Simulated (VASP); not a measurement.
# BAs (I-4m2) in VASP: a series of runs

BAs is run at these levels: r2SCAN; tasks: single point.

Program: VASP 6.6.1. These are calculated values, not measurements. Logs are shortened: lines on timing, memory, paths and dates and some standing lists are left out, and cuts for length are marked.

### 1 The cell of the first run

The structure is tetragonal, space group I-4m2 (No. 119). The conventional cell has a = 3.513 Å, b = 3.513 Å, c = 4.395 Å, α = 90.00°, β = 90.00°, γ = 90.00°. B (site symmetry -4m2) has 4 As at 2.07 Å within 2.7 Å. As (site symmetry -4m2) has 4 B at 2.07 Å within 2.7 Å.

### 2 Single point, r2SCAN (strain +0.040 along x and y, -0.080 along z)

POSCAR reads:

```
BAs
1.0
    0.0000000000      2.4840400000      2.1974200000
    2.4840400000      0.0000000000      2.1974200000
    2.4840400000      2.4840400000      0.0000000000
B As
1 1
Direct
    0.0000000000      0.0000000000      0.0000000000
    0.7500000000      0.7500000000      0.7500000000
```

INCAR.step1 reads:

```
SYSTEM = BAs
PREC = Accurate ; ENCUT = 520
ISMEAR = 0 ; SIGMA = 0.05
LREAL = .FALSE. ; LASPH = .TRUE.
NELM = 80 ; NBANDS = 11
GGA = PE ; ALGO = Normal
EDIFF = 1E-4 ; LWAVE = .TRUE.
LCHARG = .FALSE.
```

INCAR.step2 reads:

```
SYSTEM = BAs
PREC = Accurate ; ENCUT = 520
EDIFF = 1E-7 ; ISMEAR = 0
SIGMA = 0.05 ; LREAL = .FALSE.
LASPH = .TRUE. ; NELM = 80
ALGO = Normal ; ISIF = 2
LWAVE = .FALSE. ; LCHARG = .FALSE.
METAGGA = R2SCAN ; LMIXTAU = .TRUE.
NBANDS = 11 ; ISTART = 1
```

KPOINTS reads:

```
regular mesh
0
G
  10 10 10
  0 0 0
```

Potentials or basis: VASP PAW PBE potentials, release 64 (B, As).

Launch:

```bash
$ cat potpaw_PBE.64/B/POTCAR potpaw_PBE.64/As/POTCAR > POTCAR
$ cp INCAR.step1 INCAR
$ mpirun -np 1 vasp_std > vasp.out
$ cp INCAR.step2 INCAR
$ mpirun -np 1 vasp_std > vasp.out
```

OUTCAR:

```text
SYSTEM = BAs
   PREC = Accurate
   ENCUT = 520
   EDIFF = 1E-7
   ISMEAR = 0
   LREAL = .FALSE.
   LASPH = .TRUE.
   NELM = 80
   ISIF = 2
   METAGGA = R2SCAN
   ISTART = 1

 ion  position               nearest neighbor table
   1  0.000  0.000  0.000-   2 2.07   2 2.07   2 2.07   2 2.07
   2  0.750  0.750  0.750-   1 2.07   1 2.07   1 2.07   1 2.07

  LATTYP: Found a body centered tetragonal cell.
 ALAT       =     3.5129630575
 C/A-ratio  =     1.2510350744

  Lattice vectors:

 A1 = (   0.0000000000,  -2.4840400000,  -2.1974200000)
 A2 = (   0.0000000000,   2.4840400000,  -2.1974200000)
 A3 = (   2.4840400000,   0.0000000000,   2.1974200000)

Analysis of symmetry for initial positions (statically):
=====================================================================
 Subroutine PRICEL returns:
 Original cell was already a primitive cell.

 Routine SETGRP: Setting up the symmetry group for a
 body centered tetragonal supercell.

 Subroutine GETGRP returns: Found  8 space group operations
 (whereof  8 operations were pure point group operations)
 out of a pool of 16 trial point group operations.

The static configuration has the point symmetry D_2d.

Analysis of symmetry for dynamics (positions and initial velocities):
=====================================================================
 Subroutine PRICEL returns:
 Original cell was already a primitive cell.

 Routine SETGRP: Setting up the symmetry group for a
 body centered tetragonal supercell.

 Subroutine GETGRP returns: Found  8 space group operations
 (whereof  8 operations were pure point group operations)
 out of a pool of 16 trial point group operations.

The dynamic configuration has the point symmetry D_2d.

 Subroutine INISYM returns: Found  8 space group operations
 (whereof  8 operations are pure point group operations),
 and found     1 'primitive' translations

----------------------------------------------------------------------------------------

                                     Primitive cell

  volume of cell :      27.1182

  direct lattice vectors                    reciprocal lattice vectors
     0.000000000  2.484040000  2.197420000    -0.201285003  0.201285003  0.227539569
     2.484040000  0.000000000  2.197420000     0.201285003 -0.201285003  0.227539569
     2.484040000  2.484040000  0.000000000     0.201285003  0.201285003 -0.227539569

  length of vectors
     3.316490521  3.316490521  3.512963057     0.364424973  0.364424973  0.364424973

  position of ions in fractional coordinates (direct lattice)
     0.000000000  0.000000000  0.000000000
     0.750000000  0.750000000  0.750000000

  ion indices of the primitive-cell ions
   primitive index   ion index
                 1           1
                 2           2

----------------------------------------------------------------------------------------

 KPOINTS: regular mesh

Automatic generation of k-mesh.
 Grid dimensions read from file:
 generate k-points for:   10   10   10

 Generating k-lattice:

  Cartesian coordinates                     Fractional coordinates (reciprocal lattice)
    -0.020128500  0.020128500  0.022753957     0.100000000  0.000000000  0.000000000
     0.020128500 -0.020128500  0.022753957     0.000000000  0.100000000  0.000000000
     0.020128500  0.020128500 -0.022753957     0.000000000  0.000000000  0.100000000

  Length of vectors
     0.036442497  0.036442497  0.036442497

  Shift w.r.t. Gamma in fractional coordinates (k-lattice)
     0.000000000  0.000000000  0.000000000

 Subroutine IBZKPT returns following result:
 ===========================================

 Found    102 irreducible k-points:

 Following reciprocal coordinates:
            Coordinates               Weight
  0.000000  0.000000  0.000000      1.000000
  0.100000  0.000000  0.000000      8.000000
  0.200000  0.000000  0.000000      8.000000
  0.300000  0.000000  0.000000      8.000000
  0.400000  0.000000  0.000000      8.000000
  0.500000  0.000000  0.000000      4.000000
[... 16 lines left out ...]
  0.300000  0.300000  0.000000      2.000000
  0.400000  0.300000  0.000000      8.000000
 [... further k-points ...]
   k-points           NKPTS =    102   k-points in BZ     NKDIM =    102   number of bands    NBANDS=     11
   number of dos      NEDOS =    301   number of ions     NIONS =      2
   total plane-waves  NPLWV =  21952
   dimension x,y,z NGX =    28 NGY =   28 NGZ =   28
   dimension x,y,z NGXF=    56 NGYF=   56 NGZF=   56
   ions per type =               1   1
   NGX,Y,Z   is equivalent  to a cutoff of  14.04, 14.04, 13.25 a.u.
   NGXF,Y,Z  is equivalent  to a cutoff of  28.07, 28.07, 26.50 a.u.
 SYSTEM =  BAs
   PREC   = accura    normal or accurate (medium, high low for compatibility)
   ISTART =      1    job   : 0-new  1-cont  2-samecut
   ICHARG =      0    charge: 1-file 2-atom 10-const
   ISPIN  =      1    spin polarized calculation?
   LNONCOLLINEAR =      F non collinear calculations
   LSORBIT =      F    spin-orbit coupling
   LASPH  =      T    aspherical Exc in radial PAW
   ENCUT  =  520.0 eV  38.22 Ry    6.18 a.u.   6.17  6.17  6.53*2*pi/ulx,y,z
   NELM   =     80;   NELMIN=  2; NELMDL=  0     # of ELM steps
   EDIFF  = 0.1E-06   stopping-criterion for ELM
   LREAL  =      F    real-space projection
   EDIFFG = 0.1E-05   stopping-criterion for IOM
   NSW    =      0    number of steps for IOM
   IBRION =     -1    ionic relax: 0-MD 1-quasi-New 2-CG
   NFREE  =      0    steps in history (QN), initial steepest desc. (CG)
   ISIF   =      2    stress and relaxation
   ISYM   =      2    0-nonsym 1-usesym 2-fastsym
   POTIM  = 0.5000    time-step for ionic-motion
   TEBEG  =    0.0;   TEEND  =   0.0 temperature during run
   PSTRESS=    0.0 pullay stress
   NELECT =       8.0000    total number of electrons
   NUPDOWN=      -1.0000    fix difference up-down
   EMIN   =  10.00;   EMAX   =-10.00  energy-range for DOS
   EFERMI =   0.00;   METHOD = LEGACY
   ISMEAR =     0;   SIGMA  =   0.05  broadening in eV -4-tet -1-fermi 0-gaus
   EFERMI_NEDOS =   21; number of points for ismear=-14 and -15
   IALGO  =     38    algorithm
   IMIX   =      4    mixing-type and parameters
     AMIX     =   0.40;   BMIX     =  1.00
     AMIX_MAG =   1.60;   BMIX_MAG =  1.00
  volume/ion in A,a.u.               =      13.56        91.50
  Fermi-wavevector in a.u.,A,eV,Ry     =   1.089812  2.059445 16.159493  1.187689
  Thomas-Fermi vector in A             =   2.226023
   LORBIT       =      0    0 simple, 1 ext, 2 COOP (PROOUT), +10 PAW based schemes
   METAGGA = R2SCAN    functional components
   LHFCALC =     F    Hartree Fock is set to
   AEXX    =    0.0000 exact exchange contribution
   IVDW    =     0    specifies the selected vdW correction
   LEPSILON=     F    determine dielectric tensor
   LRPA    =     F    only Hartree local field effects (RPA)
 non-spin polarized calculation
 Gauss-broadening in eV      SIGMA  =   0.05
  energy-cutoff  :      520.00
  volume of cell :       27.12
 maximum number of plane-waves:       756
 NGX is ok and might be reduce to    28
   NGX = 13   NGY = 13   NGZ = 13

 number of electron       8.0000000 magnetization

 Free energy of the ion-electron system (eV)
  ---------------------------------------------------
  ext. energy  EPLUGINS =         0.00000000
  ---------------------------------------------------
  free energy    TOTEN  =       -22.08831271 eV

  energy without entropy =      -22.08824911  energy(sigma->0) =      -22.08828091

 E-fermi :   6.3633     XC(G=0): -11.1688

 val. band max:        6.3617255419   @ k =   0.4000   0.4000   0.0000
 cond. band min:       6.6310012486   @ k =   0.3000   0.3000   0.0000
 fundamental gap:      0.2692757067
 Fermi energy:         6.3632710310

 k-point     1 :       0.0000    0.0000    0.0000
  band No.  band energies     occupation
      1     -10.1042      2.00000
      2       5.7191      2.00000
      3       5.7191      2.00000
      4       6.8277      0.00000
      5       9.0567      0.00000
      6       9.9363      0.00000
      7       9.9363      0.00000
      8      11.1573      0.00000
      9      16.5914      0.00000
     10      17.9066      0.00000
     11      20.1283      0.00000

 k-point     2 :       0.1000    0.0000    0.0000
  band No.  band energies     occupation
      1      -9.9296      2.00000
      2       4.5373      2.00000
      3       5.3683      2.00000
      4       6.2705      1.99128
      5       9.2567      0.00000
      6      10.2976      0.00000
      7      10.2979      0.00000
      8      12.0944      0.00000
      9      17.2243      0.00000
     10      17.3130      0.00000
     11      18.6655      0.00000

 k-point     3 :       0.2000    0.0000    0.0000
  band No.  band energies     occupation
      1      -9.4143      2.00000
      2       2.1400      2.00000
      3       4.6710      2.00000
      4       5.6678      2.00000
      5       9.1734      0.00000
      6      10.8213      0.00000
      7      10.9574      0.00000
      8      13.9139      0.00000
      9      17.2072      0.00000
     10      17.3822      0.00000
     11      19.1513      0.00000

 k-point     4 :       0.3000    0.0000    0.0000
  band No.  band energies     occupation
      1      -8.5959      2.00000
      2      -0.2587      2.00000
      3       4.0304      2.00000
      4       5.2043      2.00000
      5       8.8367      0.00000
      6      10.9028      0.00000
      7      11.7236      0.00000
      8      15.3822      0.00000
      9      17.3996      0.00000
     10      18.4044      0.00000
     11      19.7272      0.00000
[... 239 lines left out ...]
 k-point    22 :      -0.2000    0.2000    0.0000
  band No.  band energies     occupation
      1      -8.4382      2.00000
      2       0.6320      2.00000
      3       2.4600      2.00000
      4       3.9727      2.00000
      5       9.3783      0.00000
      6      11.7485      0.00000
      7      13.2737      0.00000
      8      13.7734      0.00000
      9      16.1296      0.00000
     10      18.6502      0.00000
     11      20.6795      0.00000

 k-point    23 :       0.3000    0.3000    0.0000
  band No.  band energies     occupation
      1      -7.7536      2.00000
      2       1.3153      2.00000
      3       2.0895      2.00000
      4       2.0895      2.00000
      5       6.6310      0.00000
      6      10.0090      0.00000
      7      15.0208      0.00000
      8      15.0208      0.00000
      9      18.7421      0.00000
     10      20.6031      0.00000
     11      23.0509      0.00000

 k-point    24 :       0.4000    0.3000    0.0000
  band No.  band energies     occupation
      1      -6.8960      2.00000
      2      -0.3332      2.00000
      3       1.7108      2.00000
      4       1.7135      2.00000
      5       6.9134      0.00000
      6       9.2874      0.00000
      7      15.5381      0.00000
      8      15.5425      0.00000
      9      19.7451      0.00000
     10      22.0457      0.00000
     11      23.5606      0.00000

 [... further k-points ...]
[... 5 lines left out ...]
  --------------------------------------------------------------------------------------
  -------------------------------------------------------------------------------------
  Total       -1.0196059     -1.0196059      2.7512936      0.0000000      0.0000000      0.0000000
  in kB      -60.2396855    -60.2396855    162.5501163      0.0000000      0.0000000      0.0000000
  external PRESSURE =      14.0235818 kB  Pullay stress =       0.0000000 kB

 VOLUME and BASIS-vectors are now :
 -----------------------------------------------------------------------------
  energy-cutoff  :      520.00
  volume of cell :       27.12
      direct lattice vectors                 reciprocal lattice vectors
     0.000000000  2.484040000  2.197420000    -0.201285003  0.201285003  0.227539569
     2.484040000  0.000000000  2.197420000     0.201285003 -0.201285003  0.227539569
     2.484040000  2.484040000  0.000000000     0.201285003  0.201285003 -0.227539569

 POSITION                                       TOTAL-FORCE (eV/Angst)
 -----------------------------------------------------------------------------------
      0.00000      0.00000      0.00000         0.000000      0.000000      0.000000
      3.72606      3.72606      3.29613        -0.000000     -0.000000     -0.000000
 -----------------------------------------------------------------------------------
    total drift:                               -0.000000     -0.000000      0.000000

  FREE ENERGIE OF THE ION-ELECTRON SYSTEM (eV)
  ---------------------------------------------------
  free  energy   TOTEN  =       -22.0883127067 eV

  energy  without entropy=      -22.0882491053  energy(sigma->0) =      -22.08828091
```

It took 3.3 min on 1 thread of Intel Xeon Platinum 8259CL at 2.50GHz (Skylake/Cascade Lake), shared host; peak memory 0.18 GiB.

What came out:

```
Free energy            : -22.0883 eV
Pressure               : 1.4 GPa
Band gap on the k mesh : zero (band 4 reaches 6.83 eV, above the bottom of band 5 at 6.36 eV)
```

Levels at points of the mesh, in eV from the Fermi level:
```csv
k point,band 1,band 2,band 3,band 4,band 5,band 6,band 7,band 8,band 9
"(0.00, 0.00, 0.00)",-16.47,-0.64,-0.64,0.46,2.69,3.57,3.57,4.79,10.23
"(0.50, 0.00, 0.00)",-13.40,-9.52,-2.90,-1.54,2.10,4.28,5.94,9.54,12.83
"(0.50, 0.50, 0.00)",-11.30,-8.63,-5.35,-5.35,0.40,0.41,11.92,11.92,14.30
"(0.50, 0.00, 0.50)",-12.31,-9.68,-4.21,-4.02,1.92,2.02,10.59,11.97,12.72
```

Caveat: the cell differs from its parent crystal (strain +0.040 along x and y, -0.080 along z); the PAW data sets were made with another functional, which shifts forces and pressure a little.

### 3 Single point, r2SCAN (strain +0.040 along x and y, -0.040 along z)

POSCAR reads:

```
BAs
1.0
    0.0000000000      2.4840400000      2.2929600000
    2.4840400000      0.0000000000      2.2929600000
    2.4840400000      2.4840400000      0.0000000000
B As
1 1
Direct
    0.0000000000      0.0000000000      0.0000000000
    0.7500000000      0.7500000000      0.7500000000
```

INCAR.step1 reads:

```
  PREC = Accurate
  ENCUT = 520
  ISMEAR = 0
  SIGMA = 0.05
  LREAL = F
  LASPH = T
  NELM = 80
  NBANDS = 11
  GGA = PE
  ALGO = Normal
  EDIFF = 1E-4
  LWAVE = T
  LCHARG = F
```

INCAR.step2 reads:

```
  PREC = Accurate
  ENCUT = 520
  EDIFF = 1E-6
  ISMEAR = 0
  SIGMA = 0.05
  LREAL = F
  LASPH = T
  NELM = 80
  ALGO = Normal
  ISIF = 2
  LWAVE = F
  LCHARG = F
  METAGGA = R2SCAN
  LMIXTAU = T
  NBANDS = 11
  ISTART = 1
```

KPOINTS reads:

```
Automatic mesh
0
Gamma
  10 10 10
```

Potentials or basis: VASP PAW PBE potentials, release 64 (B, As).

Launch:

```bash
$ cat potpaw_PBE.64/B/POTCAR potpaw_PBE.64/As/POTCAR > POTCAR
$ cp INCAR.step1 INCAR
$ mpirun -np 1 vasp_std > vasp.out
$ cp INCAR.step2 INCAR
$ mpirun -np 1 vasp_std > vasp.out
```

It took 3 min on 1 thread of Intel Xeon Platinum 8259CL at 2.50GHz (Skylake/Cascade Lake), shared host; peak memory 0.18 GiB.

Results (log left out):

- Free energy: -22.1695 eV
- Pressure: -4.2 GPa
- Band gap on the k mesh: 0.22 eV, indirect (least direct gap 2.58 eV)

Stress tensor (GPa, compression positive):
```
-9.31  0.00  0.00
 0.00 -9.31  0.00
 0.00  0.00  5.93
```

Levels at points of the mesh, in eV from the valence-band top:
| k point | band 1 | band 2 | band 3 | band 4 | band 5 | band 6 | band 7 | band 8 |
| --- | --- | --- | --- | --- | --- | --- | --- | --- |
| (0.00, 0.00, 0.00) | -16.29 | -0.74 | -0.74 | 0.00 | 2.58 | 3.14 | 3.14 | 4.09 |
| (0.50, 0.00, 0.00) | -13.40 | -9.44 | -2.81 | -1.91 | 1.97 | 4.22 | 5.13 | 9.08 |
| (0.50, 0.50, 0.00) | -11.62 | -8.89 | -5.12 | -5.12 | 0.56 | 0.59 | 11.32 | 11.32 |
| (0.50, 0.00, 0.50) | -12.24 | -9.54 | -4.41 | -4.29 | 1.52 | 1.60 | 10.53 | 11.48 |

Caveat: the cell differs from its parent crystal (strain +0.040 along x and y, -0.040 along z); the PAW data sets were made with another functional, which shifts forces and pressure a little. A k mesh can miss the band edges.

(Continued in part 2 of 2.)
